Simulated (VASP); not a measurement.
# Cl (Fm-3m) in VASP: notebook

Runs on Cl. Level: LDA. Tasks: single point, relaxation of cell and atoms.

Program: VASP 6.6.1. These are calculated values, not measurements. Logs are shortened: lines on timing, memory, paths and dates and some standing lists are left out, and cuts for length are marked.

### Step 1. The cell of the first run

It takes space group Fm-3m (No. 225, cubic). Conventional cell: a = 4.167 Å, b = 4.167 Å, c = 4.167 Å, α = 90.00°, β = 90.00°, γ = 90.00°. Within 3.9 Å of Cl (site symmetry m-3m) lie 12 Cl at 2.95 Å.

### Step 2. Single point, LDA

File INCAR:

```
PREC = Accurate
ENCUT = 520
EDIFF = 1E-7
ISMEAR = -1
SIGMA = 0.05
LREAL = False
LASPH = True
NELM = 60
ALGO = Normal
ISIF = 2
LWAVE = False
LCHARG = False
NBANDS = 10
```

File KPOINTS:

```
regular mesh
0
Gamma
  17 17 17
```

File POSCAR:

```
Cl
1.0
    0.0000000000      2.0836305847      2.0836305847
    2.0836305847      0.0000000000      2.0836305847
    2.0836305847      2.0836305847      0.0000000000
Cl
1
Direct
    0.0000000000      0.0000000000      0.0000000000
```

Potentials or basis: VASP PAW LDA potentials, release 64 (Cl).

Run with:

```console
$ cat potpaw_LDA.64/Cl/POTCAR > POTCAR
$ mpirun -np 1 vasp_std > vasp.out
```

OUTCAR:

```text
PREC = Accurate
   ENCUT = 520
   EDIFF = 1E-7
   ISMEAR = -1
   LREAL = False
   LASPH = True
   NELM = 60
   ISIF = 2

 ion  position               nearest neighbor table
   1  0.000  0.000  0.000-

  LATTYP: Found a face centered cubic cell.
 ALAT       =     4.1672611694

  Lattice vectors:

 A1 = (   0.0000000000,   2.0836305847,   2.0836305847)
 A2 = (   2.0836305847,   0.0000000000,   2.0836305847)
 A3 = (   2.0836305847,   2.0836305847,   0.0000000000)

Analysis of symmetry for initial positions (statically):
=====================================================================
 Subroutine PRICEL returns:
 Original cell was already a primitive cell.

 Routine SETGRP: Setting up the symmetry group for a
 face centered cubic supercell.

 Subroutine GETGRP returns: Found 48 space group operations
 (whereof 48 operations were pure point group operations)
 out of a pool of 48 trial point group operations.

The static configuration has the point symmetry O_h .

Analysis of symmetry for dynamics (positions and initial velocities):
=====================================================================
 Subroutine PRICEL returns:
 Original cell was already a primitive cell.

 Routine SETGRP: Setting up the symmetry group for a
 face centered cubic supercell.

 Subroutine GETGRP returns: Found 48 space group operations
 (whereof 48 operations were pure point group operations)
 out of a pool of 48 trial point group operations.

The dynamic configuration has the point symmetry O_h .

 Subroutine INISYM returns: Found 48 space group operations
 (whereof 48 operations are pure point group operations),
 and found     1 'primitive' translations

----------------------------------------------------------------------------------------

                                     Primitive cell

  volume of cell :      18.0922

  direct lattice vectors                    reciprocal lattice vectors
     0.000000000  2.083630585  2.083630585    -0.239965762  0.239965762  0.239965762
     2.083630585  0.000000000  2.083630585     0.239965762 -0.239965762  0.239965762
     2.083630585  2.083630585  0.000000000     0.239965762  0.239965762 -0.239965762

  length of vectors
     2.946698632  2.946698632  2.946698632     0.415632891  0.415632891  0.415632891

  position of ions in fractional coordinates (direct lattice)
     0.000000000  0.000000000  0.000000000

  ion indices of the primitive-cell ions
   primitive index   ion index
                 1           1

[... 70 lines left out ...]
   NELM   =     60;   NELMIN=  2; NELMDL= -5     # of ELM steps
   EDIFF  = 0.1E-06   stopping-criterion for ELM
   LREAL  =      F    real-space projection
   EDIFFG = 0.1E-05   stopping-criterion for IOM
   NSW    =      0    number of steps for IOM
   IBRION =     -1    ionic relax: 0-MD 1-quasi-New 2-CG
   NFREE  =      0    steps in history (QN), initial steepest desc. (CG)
   ISIF   =      2    stress and relaxation
   ISYM   =      2    0-nonsym 1-usesym 2-fastsym
   POTIM  = 0.5000    time-step for ionic-motion
   TEBEG  =    0.0;   TEEND  =   0.0 temperature during run
   PSTRESS=    0.0 pullay stress
   NELECT =       7.0000    total number of electrons
   NUPDOWN=      -1.0000    fix difference up-down
   EMIN   =  10.00;   EMAX   =-10.00  energy-range for DOS
   EFERMI =   0.00;   METHOD = LEGACY
   ISMEAR =    -1;   SIGMA  =   0.05  broadening in eV -4-tet -1-fermi 0-gaus
   EFERMI_NEDOS =   21; number of points for ismear=-14 and -15
   IALGO  =     38    algorithm
   IMIX   =      4    mixing-type and parameters
     AMIX     =   0.40;   BMIX     =  1.00
     AMIX_MAG =   1.60;   BMIX_MAG =  1.00
  volume/ion in A,a.u.               =      18.09       122.09
  Fermi-wavevector in a.u.,A,eV,Ry     =   1.192917  2.254286 19.361774  1.423050
  Thomas-Fermi vector in A             =   2.328944
   LORBIT       =      0    0 simple, 1 ext, 2 COOP (PROOUT), +10 PAW based schemes
   GGA     = CA    functional components
   LHFCALC =     F    Hartree Fock is set to
   AEXX    =    0.0000 exact exchange contribution
   IVDW    =     0    specifies the selected vdW correction
   LEPSILON=     F    determine dielectric tensor
   LRPA    =     F    only Hartree local field effects (RPA)
 non-spin polarized calculation
  energy-cutoff  :      520.00
  volume of cell :       18.09
 maximum number of plane-waves:       531
 NGX is ok and might be reduce to    24
   NGX = 11   NGY = 11   NGZ = 11

 number of electron       7.0000001 magnetization

 Free energy of the ion-electron system (eV)
  ---------------------------------------------------
  ext. energy  EPLUGINS =         0.00000000
  ---------------------------------------------------
  free energy    TOTEN  =        -1.57284087 eV

  energy without entropy =       -1.56152031  energy(sigma->0) =       -1.56718059

 E-fermi :   3.5522     XC(G=0): -10.7454

 val. band max:        3.5517999796   @ k =  -0.2941   0.2353   0.0588
 cond. band min:       3.5525385130   @ k =   0.2941   0.2353   0.0588
 fundamental gap:      0.0007385334
 Fermi energy:         3.5521614164

 k-point     1 :       0.0000    0.0000    0.0000
  band No.  band energies     occupation
      1     -12.8733      2.00000
      2       4.6293      0.00000
      3       4.6293      0.00000
      4       4.6293      0.00000
      5      14.3775      0.00000
      6      17.4529      0.00000
      7      17.4529      0.00000
      8      17.4529      0.00000
      9      22.0460      0.00000
     10      22.0460      0.00000
[... 287 lines left out ...]
 k-point    24 :      -0.1176    0.0588    0.0000
  band No.  band energies     occupation
      1     -12.5143      2.00000
      2       3.1214      1.99964
      3       4.2022      0.00000
      4       4.5564      0.00000
      5      15.3291      0.00000
      6      16.6841      0.00000
      7      17.9228      0.00000
      8      18.1591      0.00000
      9      20.6001      0.00000
     10      21.7908      0.00000

 [... further k-points ...]
[... 5 lines left out ...]
  --------------------------------------------------------------------------------------
  -------------------------------------------------------------------------------------
  Total       -0.0106429     -0.0106429     -0.0106429      0.0000000      0.0000000     -0.0000000
  in kB       -0.9424962     -0.9424962     -0.9424962      0.0000000      0.0000000     -0.0000000
  external PRESSURE =      -0.9424962 kB  Pullay stress =       0.0000000 kB

 VOLUME and BASIS-vectors are now :
 -----------------------------------------------------------------------------
  energy-cutoff  :      520.00
  volume of cell :       18.09
      direct lattice vectors                 reciprocal lattice vectors
     0.000000000  2.083630585  2.083630585    -0.239965762  0.239965762  0.239965762
     2.083630585  0.000000000  2.083630585     0.239965762 -0.239965762  0.239965762
     2.083630585  2.083630585  0.000000000     0.239965762  0.239965762 -0.239965762

 POSITION                                       TOTAL-FORCE (eV/Angst)
 -----------------------------------------------------------------------------------
      0.00000      0.00000      0.00000         0.000000     -0.000000     -0.000000
 -----------------------------------------------------------------------------------
    total drift:                                0.000000     -0.000000     -0.000000

  FREE ENERGIE OF THE ION-ELECTRON SYSTEM (eV)
  ---------------------------------------------------
  free  energy   TOTEN  =        -1.5728408665 eV

  energy  without entropy=       -1.5615203052  energy(sigma->0) =       -1.56718059
```

OSZICAR:

```text
N       E                     dE             d eps       ncg     rms          rms(c)
DAV:   1     0.161972251913E+02    0.16197E+02   -0.31118E+03  3356   0.542E+02
DAV:   2    -0.103853176300E+01   -0.17236E+02   -0.16676E+02  4462   0.997E+01
DAV:   3    -0.157242574708E+01   -0.53389E+00   -0.51512E+00  3942   0.146E+01
DAV:   4    -0.157420454425E+01   -0.17788E-02   -0.17779E-02  3980   0.105E+00
DAV:   5    -0.157421054701E+01   -0.60028E-05   -0.60025E-05  3870   0.595E-02    0.544E+00
DAV:   6    -0.157297456887E+01    0.12360E-02   -0.22688E-03  3698   0.247E-01    0.331E+00
DAV:   7    -0.157291226692E+01    0.62302E-04   -0.23516E-03  3674   0.257E-01    0.940E-02
DAV:   8    -0.157284053827E+01    0.71729E-04   -0.27475E-04  3558   0.858E-02    0.562E-03
DAV:   9    -0.157284083898E+01   -0.30071E-06   -0.23196E-06  3802   0.115E-02    0.214E-03
DAV:  10    -0.157284086647E+01   -0.27490E-07   -0.80278E-08  2406   0.163E-03
   1 F= -.15728409E+01 E0= -.15671806E+01  d E =-.113206E-01
```

Wall time 6.2 s (1 thread of Intel Xeon 6975P-C (Granite Rapids), shared host); peak memory 0.14 GiB.

What came out:

- Free energy: -1.5728 eV
- Pressure: -0.1 GPa

Caveat: an odd number of electrons without spin polarisation forces a metal; a magnetic or distorted state may lie lower.

### Step 3. Relaxation of cell and atoms, LDA

File INCAR:

```
PREC = Accurate
ENCUT = 600
EDIFF = 1E-7
ISMEAR = -1
SIGMA = 0.05
LREAL = F
LASPH = T
NELM = 80
ALGO = Normal
ISIF = 3
LWAVE = F
LCHARG = F
GGA = CA
IBRION = 2
NSW = 80
EDIFFG = -0.01
```

KPOINTS is that of step 2.

POSCAR is that of step 2.

Potentials or basis: VASP PAW LDA potentials, release 64 (Cl).

Run with:

```console
$ cat potpaw_LDA.64/Cl/POTCAR > POTCAR
$ mpirun -np 1 vasp_std > vasp.out
```

Wall time 6 s (1 thread of Intel Xeon 6975P-C (Granite Rapids), shared host); peak memory 0.13 GiB.

It converged, with:

```
Free energy             : -1.5729 eV
Pressure after relaxing : 0.0 GPa
```

Final structure:
```cif
data_structure
_symmetry_space_group_name_H-M 'P 1'
_symmetry_Int_Tables_number 1
_cell_length_a 2.9467
_cell_length_b 2.9467
_cell_length_c 2.9467
_cell_angle_alpha 60.000
_cell_angle_beta 60.000
_cell_angle_gamma 60.000
_cell_volume 18.09
loop_
_atom_site_label
_atom_site_type_symbol
_atom_site_fract_x
_atom_site_fract_y
_atom_site_fract_z
_atom_site_occupancy
Cl1 Cl 0.00000 0.00000 0.00000 1
```

Levels at points of the mesh, in eV from the Fermi level:
| k point | band 1 | band 2 | band 3 | band 4 | band 5 | band 6 | band 7 |
| --- | --- | --- | --- | --- | --- | --- | --- |
| (0.00, 0.00, 0.00) | -16.43 | 1.08 | 1.08 | 1.08 | 10.83 | 13.90 | 13.90 |

Caveat: the relaxation stopped at its first step, so nothing moved; an odd number of electrons without spin polarisation forces a metal; a magnetic or distorted state may lie lower.
